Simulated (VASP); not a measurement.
# Co (P6_3/mmc) in VASP: further runs, part 2 of 2

VASP 6.6.1. The steps go on from the part before.

## (5) Single point, PBEsol, collinear spin, ferromagnetic start

This run uses another cell than the first one, of 10.51 Å³/atom.

The input, INCAR:

```
SYSTEM = Co
PREC = Accurate
ENCUT = 520
EDIFF = 1E-7
ISMEAR = 0
SIGMA = 0.15
LREAL = .FALSE.
LASPH = .TRUE.
NELM = 150
ALGO = Normal
ISIF = 2
LWAVE = .FALSE.
LCHARG = .FALSE.
ISPIN = 2
MAGMOM = 1.79 1.79
LORBIT = 11
LMAXMIX = 4
GGA = PS
NBANDS = 20
```

The input, KPOINTS:

```
regular mesh
0
G
  21 21 12
  0 0 0
```

The input, POSCAR:

```
Co
1.0
    2.5374000000      0.0000000000      0.0000000000
   -1.2687000000      2.1974528596      0.0000000000
    0.0000000000      0.0000000000      3.7690000000
Co
2
Direct
    0.3333333333      0.6666666667      0.2500000000
    0.6666666667      0.3333333333      0.7500000000
```

Potentials or basis: VASP PAW PBE potentials, release 64 (Co).

The run is started by

```console
$ cat potpaw_PBE.64/Co/POTCAR > POTCAR
$ mpirun -np 1 vasp_std > vasp.out
```

OUTCAR:

```text
SYSTEM = Co
   PREC = Accurate
   ENCUT = 520
   EDIFF = 1E-7
   ISMEAR = 0
   LREAL = .FALSE.
   LASPH = .TRUE.
   NELM = 150
   ISIF = 2
   ISPIN = 2
   LORBIT = 11
   GGA = PS

 ion  position               nearest neighbor table
   1  0.333  0.667  0.250-   2 2.39   2 2.39   2 2.39   2 2.39   2 2.39   2 2.39
   2  0.667  0.333  0.750-   1 2.39   1 2.39   1 2.39   1 2.39   1 2.39   1 2.39

  LATTYP: Found a hexagonal cell.
 ALAT       =     2.5374000000
 C/A-ratio  =     1.4853787341

  Lattice vectors:

 A1 = (   2.5374000000,   0.0000000000,   0.0000000000)
 A2 = (  -1.2687000000,   2.1974528596,   0.0000000000)
 A3 = (   0.0000000000,   0.0000000000,   3.7690000000)

Analysis of symmetry for initial positions (statically):
=====================================================================
 Subroutine PRICEL returns:
 Original cell was already a primitive cell.

 Routine SETGRP: Setting up the symmetry group for a
 hexagonal supercell.

 Subroutine GETGRP returns: Found 24 space group operations
 (whereof 12 operations were pure point group operations)
 out of a pool of 24 trial point group operations.

[... 1295 lines left out ...]
     20      37.1588      0.00000

 [... further k-points ...]

------------------------ aborting loop because EDIFF is reached ----------------------------------------

  FORCE on cell =-STRESS in cart. coord.  units (eV):
  Direction    XX          YY          ZZ          XY          YZ          ZX
  --------------------------------------------------------------------------------------
  -------------------------------------------------------------------------------------
  Total       -1.3788629     -1.3788629      1.8678181     -0.0000000      0.0000000      0.0000000
  in kB     -105.1228225   -105.1228225    142.4001779     -0.0000000      0.0000000      0.0000000
  external PRESSURE =     -22.6151557 kB  Pullay stress =       0.0000000 kB

 VOLUME and BASIS-vectors are now :
 -----------------------------------------------------------------------------
  energy-cutoff  :      520.00
  volume of cell :       21.02
      direct lattice vectors                 reciprocal lattice vectors
     2.537400000  0.000000000  0.000000000     0.394104201  0.227536167  0.000000000
    -1.268700000  2.197452860  0.000000000     0.000000000  0.455072333  0.000000000
     0.000000000  0.000000000  3.769000000     0.000000000  0.000000000  0.265322367

 POSITION                                       TOTAL-FORCE (eV/Angst)
 -----------------------------------------------------------------------------------
     -0.00000      1.46497      0.94225        -0.000000      0.000000      0.000000
      1.26870      0.73248      2.82675         0.000000      0.000000      0.000000
 -----------------------------------------------------------------------------------
    total drift:                               -0.000000      0.000000     -0.000000

  FREE ENERGIE OF THE ION-ELECTRON SYSTEM (eV)
  ---------------------------------------------------
  free  energy   TOTEN  =       -15.3842828724 eV

  energy  without entropy=      -15.3650011640  energy(sigma->0) =      -15.37464202

 total charge

# of ion       s       p       d       tot
------------------------------------------
    1        0.504   0.553   7.292   8.349
    2        0.504   0.553   7.292   8.349
--------------------------------------------------
tot          1.009   1.106  14.583  16.698

 magnetization (x)

# of ion       s       p       d       tot
------------------------------------------
    1       -0.016  -0.051   1.632   1.565
    2       -0.016  -0.051   1.632   1.565
--------------------------------------------------
tot         -0.031  -0.103   3.264   3.130
```

stdout:

```text
POSCAR found type information on POSCAR Co
 POSCAR found :  1 types and       2 ions
 scaLAPACK will be used
 -----------------------------------------------------------------------------
|                                                                             |
|                                                                             |
|     You enforced a specific xc type in the INCAR file but a different       |
|     I HOPE YOU KNOW WHAT YOU ARE DOING!                                     |
|                                                                             |
 -----------------------------------------------------------------------------

 LDA part: xc-table for (Slater+PW92), standard interpolation
 POSCAR, INCAR and KPOINTS ok, starting setup
 FFT: planning ... GRIDC
 FFT: planning ... GRID_SOFT
 FFT: planning ... GRID
 WAVECAR not read
 entering main loop
```

Run time: 3.8 min. Hardware: 1 thread of Oxide Virtual Turin-like, shared host; peak memory 0.26 GiB.

Results:

```
Free energy                                           : -15.3843 eV
Pressure                                              : -2.3 GPa
Net moment                                            : 3.11 μB per cell
Site moments                                          : Co +1.56 μB
Valence electrons inside the program's atomic spheres : Co 8.35
```

Levels at points of the mesh, in eV from the Fermi level:
Spin up:
```tsv
k point	band 7	band 8	band 9	band 10	band 11	band 12	band 13	band 14	band 15	band 16
(0.00, 0.00, 0.00)	-2.17	-2.16	-2.16	-0.63	-0.63	0.93	7.97	21.11	23.25	23.25
(0.00, 0.00, 0.50)	-2.64	-2.64	-0.95	-0.95	-0.95	-0.95	17.65	17.65	22.00	22.00
```
Spin down:
```csv
k point,band 3,band 4,band 5,band 6,band 7,band 8,band 9,band 10,band 11,band 12
"(0.00, 0.00, 0.00)",-1.05,-1.05,-0.55,-0.55,-0.54,-0.54,-0.50,0.96,1.10,1.10
"(0.00, 0.00, 0.50)",-1.27,-1.27,-1.27,-1.27,-1.23,-1.23,0.79,0.79,0.79,0.79
```

Caveat: the stress differs along the axes, from -11 to 14 GPa; the PAW data sets were made with another functional, which shifts forces and pressure a little.

## (6) Summary

```csv
cell,gap on the mesh (eV),pressure (GPa),moment (μB)
"a = 2.406, b = 2.406, c = 4.443 Å, angles 90.0, 90.0, 120.0°, 2 atoms",none,-11.0,3.28
"a = 2.497, b = 2.496, c = 3.835 Å, angles 90.0, 90.0, 120.0°, 2 atoms",none,0.1,3.10
"a = 2.415, b = 2.415, c = 4.100 Å, angles 90.0, 90.0, 120.0°, 2 atoms",none,0.4,3.15
"a = 2.537, b = 2.537, c = 3.769 Å, angles 90.0, 90.0, 120.0°, 2 atoms",none,-2.3,3.11
```

Alike in all rows: task single point; level PBEsol; potentials or basis VASP PAW PBE potentials, release 64 (Co); spin collinear, ferromagnetic start; k mesh 21 × 21 × 12; cutoff (eV) 520; smearing gaussian 0.15 eV.

Caveats: the PAW data sets were made with another functional, which shifts forces and pressure a little; the stress differs along the axes, from -33 to -0 GPa (at least some runs); the stress differs along the axes, from -5 to 11 GPa (at least some runs); the stress differs along the axes, from -11 to 6 GPa (at least some runs); the stress differs along the axes, from -11 to 14 GPa (at least some runs).

Absolute energies hang on the potentials; compare differences alone.
